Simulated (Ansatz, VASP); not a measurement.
## One calculation of As, two programs

INCAR

```
SYSTEM = As
PREC     = Accurate       ! precision mode
ENCUT    = 520            ! plane-wave cutoff, eV
EDIFF    = 1E-8           ! SCF threshold, eV
ISMEAR   = -1             ! smearing method
SIGMA    = 0.05           ! smearing width, eV
LREAL    = .False.        ! projectors in reciprocal space
LASPH    = .True.         ! aspherical terms in the spheres
NELM     = 120            ! most SCF steps
ALGO     = Normal         ! electronic algorithm
ISIF     = 2              ! what is computed and relaxed
LWAVE    = .False.        ! write WAVECAR
LCHARG   = .False.        ! write CHGCAR
LEFG     = .True.       
NBANDS   = 22             ! bands
GGA_COMPAT= .False.
```

KPOINTS

```
Automatic mesh
0
Gamma
  13 13 13
  0 0 0
```

Contents of POSCAR:

```
As
1.0
    1.8797494575      1.0852738553      3.4857700000
   -1.8797494575      1.0852738553      3.4857700000
    0.0000000000     -2.1705477106      3.4857700000
As
2
Direct
    0.2275400000      0.2275400000      0.2275400000
    0.7724600000      0.7724600000      0.7724600000
```

Input for Ansatz:

```yaml
crystal:
  lattice:
    - [1.8797494575, 1.0852738553, 3.48577]
    - [-1.8797494575, 1.0852738553, 3.48577]
    - [0.0, -2.1705477106, 3.48577]
  atoms:
    - { symbol: As, position: [0.22754, 0.22754, 0.22754] }
    - { symbol: As, position: [0.77246, 0.77246, 0.77246] }
kpoints:
  mp_grid: { grid: [13, 13, 13] }
  band_path:
    path:
      - [0.0, 0.0, 0.0]
      - [0.5, 0.5, 0.5]
      - [0.768709909, 0.231290091, 0.5]
      - [0.5, -0.231290091, 0.231290091]
      - [0.5, 0.0, 0.0]
      - [0.0, 0.0, 0.0]
      - [0.3656450455, -0.3656450455, 0.0]
      - [0.6343549545, 0.0, 0.3656450455]
      - [0.5, 0.0, 0.5]
    npoints: 14
scf:
  occupations: { method: fermi_dirac, width: 0.05 }
hamiltonian:
  xc: lda
  pseudopotentials: { kind: paw }
output:
  forces: true
  stress: true
  eigenvalues: true
  efg: { contact_densities: true }
  populations: true
  bader: true
  dos: { projected: true, de: 0.2, e_range: [-14, 8] }
  write_density: true
  write_potential: true
  elf: true
  volumetric_format: npy
```

Alike in both runs: task electric field gradients; functional LDA; k mesh 13 × 13 × 13; occupations fermi-dirac, width 0.05 eV; no spin polarisation.

|  | VASP | Ansatz |
| --- | --- | --- |
| version | VASP 6.6.1 | Ansatz 0.2.0 |
| potentials or method | VASP PAW LDA potentials, release 64 (As_d) | PAW with Ansatz's default frozen-core files, scalar-relativistic |
| plane-wave cutoff (eV) | 520 | 420 |
| valence electrons in the cell | 30 | 30 |

```csv
,VASP,Ansatz,Ansatz less VASP
pressure (GPa),-1.2,-1.5,-0.29
"traceless stress, the component that is largest in VASP (GPa)",-0.66,-0.59,+0.062
rms of the force components (eV/Å),0.061,0.041,-0.0202
size of Vzz on the site where it differs most (V/Å²),46.8,48.3,+1.47
```

LDA's correlation is that of Perdew and Zunger in VASP and of Perdew and Wang (1992) in Ansatz. Atom by atom the forces differ by 0.020 eV/Å (rms over components).
